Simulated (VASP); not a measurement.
# ZnS (P6_3mc) in VASP: further runs, part 2 of 2

VASP 6.6.1. The steps go on from the part before.

## 4. Single point, r2SCAN (strain -0.0100 x Voigt [1, 1, 0, 0, 0, 0])

Contents of POSCAR:

```
ZnS
1.0
    3.7686545309      0.0000000000      0.0000000000
   -1.8843272654      3.2637505618      0.0000000000
    0.0000000000      0.0000000000      6.2457351519
Zn S
2 2
Direct
    0.3333333333      0.6666666667      0.0053880718
    0.6666666667      0.3333333333      0.5053880718
    0.3333333333      0.6666666667      0.3796119282
    0.6666666667      0.3333333333      0.8796119282
```

Contents of INCAR.step1:

```
  PREC = Accurate
  ENCUT = 520
  ISMEAR = 0
  SIGMA = 0.05
  LREAL = F
  LASPH = T
  NELM = 80
  NBANDS = 26
  GGA = PE
  ALGO = Normal
  EDIFF = 1E-4
  LWAVE = T
  LCHARG = F
```

Contents of INCAR.step2:

```
  PREC = Accurate
  ENCUT = 520
  EDIFF = 1E-7
  ISMEAR = 0
  SIGMA = 0.05
  LREAL = F
  LASPH = T
  NELM = 80
  ALGO = Normal
  ISIF = 2
  LWAVE = F
  LCHARG = T
  METAGGA = R2SCAN
  LMIXTAU = T
  LELF = T
  LVHAR = T
  NBANDS = 26
  ISTART = 1
```

Contents of KPOINTS:

```
Automatic mesh
0
Gamma
  6 6 4
```

Potentials or basis: VASP PAW PBE potentials, release 64 (Zn, S).

Command:

```bash
$ cat potpaw_PBE.64/Zn/POTCAR potpaw_PBE.64/S/POTCAR > POTCAR
$ cp INCAR.step1 INCAR
$ mpirun -np 1 vasp_std > vasp.out
$ cp INCAR.step2 INCAR
$ mpirun -np 1 vasp_std > vasp.out
```

OUTCAR:

```text
PREC = Accurate
   ENCUT = 520
   EDIFF = 1E-7
   ISMEAR = 0
   LREAL = F
   LASPH = T
   NELM = 80
   ISIF = 2
   METAGGA = R2SCAN
   ISTART = 1

 ion  position               nearest neighbor table
   1  0.333  0.667  0.005-   4 2.31   4 2.31   4 2.31   3 2.34
   2  0.667  0.333  0.505-   3 2.31   3 2.31   3 2.31   4 2.34
   3  0.333  0.667  0.380-   2 2.31   2 2.31   2 2.31   1 2.34
   4  0.667  0.333  0.880-   1 2.31   1 2.31   1 2.31   2 2.34

  LATTYP: Found a hexagonal cell.
 ALAT       =     3.7686545309
 C/A-ratio  =     1.6572851400

  Lattice vectors:

 A1 = (   3.7686545309,   0.0000000000,   0.0000000000)
 A2 = (  -1.8843272654,   3.2637505618,   0.0000000000)
 A3 = (   0.0000000000,   0.0000000000,   6.2457351519)

Analysis of symmetry for initial positions (statically):
=====================================================================
 Subroutine PRICEL returns:
 Original cell was already a primitive cell.

 Routine SETGRP: Setting up the symmetry group for a
 hexagonal supercell.

 Subroutine GETGRP returns: Found 12 space group operations
 (whereof  6 operations were pure point group operations)
 out of a pool of 24 trial point group operations.

The static configuration has the point symmetry C_3v.
 The point group associated with its full space group is C_6v.

Analysis of symmetry for dynamics (positions and initial velocities):
=====================================================================
 Subroutine PRICEL returns:
 Original cell was already a primitive cell.

 Routine SETGRP: Setting up the symmetry group for a
 hexagonal supercell.

 Subroutine GETGRP returns: Found 12 space group operations
 (whereof  6 operations were pure point group operations)
[... 117 lines left out ...]
   EFERMI =   0.00;   METHOD = LEGACY
   ISMEAR =     0;   SIGMA  =   0.05  broadening in eV -4-tet -1-fermi 0-gaus
   EFERMI_NEDOS =   21; number of points for ismear=-14 and -15
   IALGO  =     38    algorithm
   IMIX   =      4    mixing-type and parameters
     AMIX     =   0.40;   BMIX     =  1.00
     AMIX_MAG =   1.60;   BMIX_MAG =  1.00
  volume/ion in A,a.u.               =      19.21       129.61
  Fermi-wavevector in a.u.,A,eV,Ry     =   1.271589  2.402955 21.999780  1.616938
  Thomas-Fermi vector in A             =   2.404514
   LORBIT       =      0    0 simple, 1 ext, 2 COOP (PROOUT), +10 PAW based schemes
   METAGGA = R2SCAN    functional components
   LHFCALC =     F    Hartree Fock is set to
   AEXX    =    0.0000 exact exchange contribution
   IVDW    =     0    specifies the selected vdW correction
   LEPSILON=     F    determine dielectric tensor
   LRPA    =     F    only Hartree local field effects (RPA)
 non-spin polarized calculation
 Gauss-broadening in eV      SIGMA  =   0.05
  energy-cutoff  :      520.00
  volume of cell :       76.82
 maximum number of plane-waves:      2082
 NGX is ok and might be reduce to    28
   NGX = 13   NGY = 13   NGZ = 23

 number of electron      35.9999998 magnetization

 Free energy of the ion-electron system (eV)
  ---------------------------------------------------
  ext. energy  EPLUGINS =         0.00000000
  ---------------------------------------------------
  free energy    TOTEN  =       -37.71081067 eV

  energy without entropy =      -37.71081067  energy(sigma->0) =      -37.71081067

 E-fermi :   2.3809     XC(G=0): -10.4138

 val. band max:        2.1216024721   @ k =   0.0000   0.0000   0.0000
 cond. band min:       4.9769636550   @ k =   0.0000   0.0000   0.0000
 fundamental gap:      2.8553611829
 Fermi energy:         2.3809059705

 k-point     1 :       0.0000    0.0000    0.0000
  band No.  band energies     occupation
      1     -11.7910      2.00000
      2     -10.8173      2.00000
      3      -4.5064      2.00000
      4      -4.4994      2.00000
      5      -4.4993      2.00000
      6      -4.4079      2.00000
[... 598 lines left out ...]
     25      12.3892      0.00000
     26      12.3892      0.00000

------------------------ aborting loop because EDIFF is reached ----------------------------------------

  FORCE on cell =-STRESS in cart. coord.  units (eV):
  Direction    XX          YY          ZZ          XY          YZ          ZX
  --------------------------------------------------------------------------------------
  -------------------------------------------------------------------------------------
  Total        1.0692434      1.0692434      0.2883880      0.0000000      0.0000000     -0.0000000
  in kB       22.2997669     22.2997669      6.0145198      0.0000000      0.0000000     -0.0000000
  external PRESSURE =      16.8713512 kB  Pullay stress =       0.0000000 kB

 VOLUME and BASIS-vectors are now :
 -----------------------------------------------------------------------------
  energy-cutoff  :      520.00
  volume of cell :       76.82
      direct lattice vectors                 reciprocal lattice vectors
     3.768654531  0.000000000  0.000000000     0.265346689  0.153197982  0.000000000
    -1.884327265  3.263750562  0.000000000     0.000000000  0.306395964  0.000000000
     0.000000000  0.000000000  6.245735152     0.000000000  0.000000000  0.160109255

 POSITION                                       TOTAL-FORCE (eV/Angst)
 -----------------------------------------------------------------------------------
     -0.00000      2.17583      0.03365         0.000000     -0.000000      0.076827
      1.88433      1.08792      3.15652        -0.000000      0.000000      0.076827
     -0.00000      2.17583      2.37096         0.000000     -0.000000     -0.076827
      1.88433      1.08792      5.49382         0.000000     -0.000000     -0.076827
 -----------------------------------------------------------------------------------
    total drift:                               -0.000000     -0.000000      0.007763

  FREE ENERGIE OF THE ION-ELECTRON SYSTEM (eV)
  ---------------------------------------------------
  free  energy   TOTEN  =       -37.7108106721 eV

  energy  without entropy=      -37.7108106721  energy(sigma->0) =      -37.71081067
```

OUTCAR.step1:

```text
PREC = Accurate
   ENCUT = 520
   ISMEAR = 0
   LREAL = F
[... 835 lines left out ...]
     -0.00000      2.17583      0.03365         0.000000      0.000000      0.080358
      1.88433      1.08792      3.15652        -0.000000     -0.000000      0.080358
     -0.00000      2.17583      2.37096         0.000000     -0.000000     -0.080358
      1.88433      1.08792      5.49382        -0.000000      0.000000     -0.080358
 -----------------------------------------------------------------------------------
    total drift:                               -0.000000     -0.000001      0.000377

  FREE ENERGIE OF THE ION-ELECTRON SYSTEM (eV)
  ---------------------------------------------------
  free  energy   TOTEN  =       -13.6385943912 eV

  energy  without entropy=      -13.6385943912  energy(sigma->0) =      -13.63859439
```

OSZICAR.step1:

```text
N       E                     dE             d eps       ncg     rms          rms(c)
DAV:   1     0.248324544052E+03    0.24832E+03   -0.16913E+04  1092   0.169E+03
DAV:   2     0.105104560240E+02   -0.23781E+03   -0.22729E+03  1140   0.352E+02
DAV:   3    -0.138859517998E+02   -0.24396E+02   -0.24157E+02  1308   0.112E+02
DAV:   4    -0.144899352196E+02   -0.60398E+00   -0.60270E+00  1240   0.177E+01
DAV:   5    -0.144991542789E+02   -0.92191E-02   -0.92158E-02  1346   0.218E+00    0.103E+01
DAV:   6    -0.136491428548E+02    0.85001E+00   -0.16333E+00  1620   0.376E+01    0.784E+00
DAV:   7    -0.136457933562E+02    0.33495E-02   -0.13165E+00  1154   0.671E+00    0.350E+00
DAV:   8    -0.136380050619E+02    0.77883E-02   -0.36126E-02  1326   0.172E+00    0.103E+00
DAV:   9    -0.136382588764E+02   -0.25381E-03   -0.10654E-02  1466   0.129E+00    0.240E-01
DAV:  10    -0.136383857484E+02   -0.12687E-03   -0.58460E-04  1250   0.345E-01    0.995E-02
DAV:  11    -0.136385953968E+02   -0.20965E-03   -0.31586E-04  1054   0.125E-01    0.625E-02
DAV:  12    -0.136385943912E+02    0.10057E-05   -0.17438E-05   610   0.560E-02
   1 F= -.13638594E+02 E0= -.13638594E+02  d E =-.272450E-12
```

Wall time 66 s (1 thread of Intel Xeon 6975P-C (Granite Rapids), shared host); peak memory 0.21 GiB.

What came out:

- Free energy: -37.7108 eV
- Pressure: 1.7 GPa
- Largest force: 0.077 eV/Å
- Band gap on the k mesh: 2.86 eV

Forces in eV/Å, atoms in the order of the input:
```
Zn   0.000  0.000  0.077
Zn   0.000  0.000  0.077
S    0.000  0.000 -0.077
S    0.000  0.000 -0.077
```

Levels at points of the mesh, in eV from the valence-band top:
```csv
k point,band 14,band 15,band 16,band 17,band 18,band 19,band 20,band 21,band 22,band 23
"(0.00, 0.00, 0.00)",-0.92,-0.92,-0.13,0.00,0.00,2.86,3.72,6.82,6.82,6.95
"(0.50, 0.00, 0.00)",-4.31,-3.46,-2.36,-1.80,-0.96,4.06,4.79,5.38,7.38,7.97
"(0.00, 0.00, 0.50)",-2.99,-0.48,-0.48,-0.48,-0.48,4.20,4.20,7.28,7.28,7.28
"(0.50, 0.00, 0.50)",-5.07,-1.77,-1.77,-1.71,-1.71,3.93,3.93,5.61,5.61,9.40
```

Caveat: the cell differs from its parent crystal (strain -0.0100 x Voigt [1, 1, 0, 0, 0, 0]); the PAW data sets were made with another functional, which shifts forces and pressure a little.

## 5. Single point, r2SCAN (strain -0.0050 x Voigt [1, 1, 0, 0, 0, 0])

Edit POSCAR of step 4 so:

```diff
@@ -2,4 +2,4 @@
 1.0
-    3.7686545309      0.0000000000      0.0000000000
-   -1.8843272654      3.2637505618      0.0000000000
+    3.7876881396      0.0000000000      0.0000000000
+   -1.8938440698      3.2802341505      0.0000000000
     0.0000000000      0.0000000000      6.2457351519
```

Contents of INCAR.step1:

```
PREC = Accurate ; ENCUT = 520
ISMEAR = 0 ; SIGMA = 0.05
LREAL = F ; LASPH = T
NELM = 100 ; NBANDS = 26
GGA = PE ; ALGO = Normal
EDIFF = 1E-4 ; LWAVE = T
LCHARG = F
```

Contents of INCAR.step2:

```
PREC = Accurate ; ENCUT = 520
EDIFF = 1E-6 ; ISMEAR = 0
SIGMA = 0.05 ; LREAL = F
LASPH = T ; NELM = 100
ALGO = Normal ; ISIF = 2
LWAVE = F ; LCHARG = T
METAGGA = R2SCAN ; LMIXTAU = T
LELF = T ; LVHAR = T
NBANDS = 26 ; ISTART = 1
```

KPOINTS is that of step 4.

Command:

```bash
$ cat potpaw_PBE.64/Zn/POTCAR potpaw_PBE.64/S/POTCAR > POTCAR
$ cp INCAR.step1 INCAR
$ mpirun -np 1 vasp_std > vasp.out
$ cp INCAR.step2 INCAR
$ mpirun -np 1 vasp_std > vasp.out
```

Wall time 59 s (1 thread of Intel Xeon 6975P-C (Granite Rapids), shared host); peak memory 0.21 GiB.

The run converged. Its results:

```
Free energy            : -37.7187 eV
Pressure               : 0.9 GPa
Largest force          : 0.038 eV/Å
Band gap on the k mesh : 2.82 eV
```

Forces on the atoms (eV/Å):
```
Zn   0.000  0.000  0.038
Zn   0.000  0.000  0.038
S    0.000  0.000 -0.038
S    0.000  0.000 -0.038
```

Stress tensor (GPa, compression positive):
```
1.13 0.00 0.00
0.00 1.13 0.00
0.00 0.00 0.31
```

Levels at points of the mesh, in eV from the valence-band top:
```tsv
k point	band 15	band 16	band 17	band 18	band 19	band 20	band 21	band 22
(0.00, 0.00, 0.00)	-0.92	-0.11	0.00	0.00	2.82	3.67	6.81	6.81
(0.50, 0.00, 0.00)	-3.40	-2.34	-1.76	-0.94	4.05	4.78	5.42	7.37
(0.00, 0.00, 0.50)	-0.48	-0.48	-0.48	-0.48	4.16	4.16	7.27	7.27
(0.50, 0.00, 0.50)	-1.73	-1.73	-1.69	-1.69	3.95	3.95	5.63	5.63
```

Caveat: the cell differs from its parent crystal (strain -0.0050 x Voigt [1, 1, 0, 0, 0, 0]); the PAW data sets were made with another functional, which shifts forces and pressure a little.

## 6. Single point, r2SCAN (strain +0.0050 x Voigt [1, 1, 0, 0, 0, 0])

Edit POSCAR of step 5 so:

```diff
@@ -2,4 +2,4 @@
 1.0
-    3.7876881396      0.0000000000      0.0000000000
-   -1.8938440698      3.2802341505      0.0000000000
+    3.8257553571      0.0000000000      0.0000000000
+   -1.9128776786      3.3132013279      0.0000000000
     0.0000000000      0.0000000000      6.2457351519
```

Contents of INCAR.step1:

```
SYSTEM = ZnS
ALGO = Normal
EDIFF = 1E-4
ENCUT = 520
GGA = PE
ISMEAR = 0
LASPH = .True.
LCHARG = .False.
LREAL = .False.
LWAVE = .True.
NBANDS = 26
NELM = 80
PREC = Accurate
SIGMA = 0.05
```

Contents of INCAR.step2:

```
SYSTEM = ZnS
ALGO = Normal
EDIFF = 1E-6
ENCUT = 520
ISIF = 2
ISMEAR = 0
ISTART = 1
LASPH = .True.
LCHARG = .True.
LELF = .True.
LMIXTAU = .True.
LREAL = .False.
LVHAR = .True.
LWAVE = .False.
METAGGA = R2SCAN
NBANDS = 26
NELM = 80
PREC = Accurate
SIGMA = 0.05
```

Contents of KPOINTS:

```
k-points
0
Gamma
  6 6 4
  0 0 0
```

Potentials or basis: VASP PAW PBE potentials, release 64 (Zn, S).

Command:

```bash
$ cat potpaw_PBE.64/Zn/POTCAR potpaw_PBE.64/S/POTCAR > POTCAR
$ cp INCAR.step1 INCAR
$ mpirun -np 1 vasp_std > vasp.out
$ cp INCAR.step2 INCAR
$ mpirun -np 1 vasp_std > vasp.out
```

Run time: 60 s. Hardware: 1 thread of Intel Xeon 6975P-C (Granite Rapids), shared host; peak memory 0.21 GiB.

The run converged. Its results:

| Quantity | Value |
| --- | --- |
| Free energy | -37.7187 eV |
| Pressure | -0.7 GPa |
| Largest force | 0.030 eV/Å |
| Band gap on the k mesh | 2.75 eV |

Forces in eV/Å, atoms in the order of the input:
```
Zn   0.000  0.000 -0.030
Zn   0.000  0.000 -0.030
S    0.000  0.000  0.030
S    0.000  0.000  0.030
```

Stress tensor (GPa, compression positive):
```
-0.95  0.00  0.00
 0.00 -0.95  0.00
 0.00  0.00 -0.26
```

Levels at points of the mesh, in eV from the valence-band top:
| k point | band 16 | band 17 | band 18 | band 19 | band 20 | band 21 |
| --- | --- | --- | --- | --- | --- | --- |
| (0.00, 0.00, 0.00) | -0.07 | 0.00 | 0.00 | 2.75 | 3.57 | 6.79 |
| (0.50, 0.00, 0.00) | -2.28 | -1.69 | -0.89 | 4.04 | 4.76 | 5.48 |
| (0.00, 0.00, 0.50) | -0.48 | -0.48 | -0.48 | 4.06 | 4.06 | 7.25 |
| (0.50, 0.00, 0.50) | -1.64 | -1.64 | -1.64 | 3.97 | 3.97 | 5.68 |

Caveat: the cell differs from its parent crystal (strain +0.0050 x Voigt [1, 1, 0, 0, 0, 0]); the PAW data sets were made with another functional, which shifts forces and pressure a little.

## 7. Summary

| cell | gap on the mesh (eV) | pressure (GPa) | largest force (eV/Å) |
| --- | --- | --- | --- |
| a = 3.731, b = 3.731, c = 6.246 Å, angles 90.0, 90.0, 120.0°, 4 atoms | 2.92 | 3.5 | 0.17 |
| a = 3.750, b = 3.750, c = 6.246 Å, angles 90.0, 90.0, 120.0°, 4 atoms | 2.89 | 2.6 | 0.12 |
| a = 3.769, b = 3.769, c = 6.246 Å, angles 90.0, 90.0, 120.0°, 4 atoms | 2.86 | 1.7 | 0.08 |
| a = 3.788, b = 3.788, c = 6.246 Å, angles 90.0, 90.0, 120.0°, 4 atoms | 2.82 | 0.9 | 0.04 |
| a = 3.826, b = 3.826, c = 6.246 Å, angles 90.0, 90.0, 120.0°, 4 atoms | 2.75 | -0.7 | 0.03 |

Alike in all rows: task single point; level r2SCAN; potentials or basis VASP PAW PBE potentials, release 64 (Zn, S); no spin polarisation; k mesh 6 × 6 × 4; cutoff (eV) 520; smearing gaussian 0.05 eV.

Caveats: the PAW data sets were made with another functional, which shifts forces and pressure a little; the cell stands under pressure (at least some runs).

Total energies depend on the potentials used, so only differences within one code and one set of settings carry meaning.
